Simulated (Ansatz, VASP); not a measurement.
**Ge in VASP and in Ansatz**

```
Ge
1.0
     0.00000    0.00000   -2.68771
     2.81712    0.00000    0.00000
     0.00000   -5.11849    0.00000
Ge
2
Cartesian
  1.2598 0.0001 0.0001
  0.1488 -2.5593 -0.0001
```

Alike in both runs: functional PBE; k mesh 12 × 12 × 8; occupations gaussian, width 0.15 eV; no spin polarisation.

Ansatz relaxed the structure, and its values are those at the end. VASP's run is a single point on that final structure, the one shown.

```csv
,VASP,Ansatz
version,VASP 6.6.1,Ansatz 0.2.0
potentials or method,"VASP PAW PBE potentials, release 64 (Ge_d), cutoff 520 eV","scalar-relativistic, plane waves, PAW"
valence electrons in the cell,28,28
```

Ansatz gave:

```
gap on the k mesh at the Fermi level (eV) : none
pressure (GPa)                            : 0.3
```

**Question.** What did VASP give for the same quantities?

**Answer.** gap on the k mesh at the Fermi level (eV): none; pressure (GPa): 0.2.

A gap of «none» marks a metal or a gap that the smearing closes. Ansatz's warnings: stress scf threshold loose.
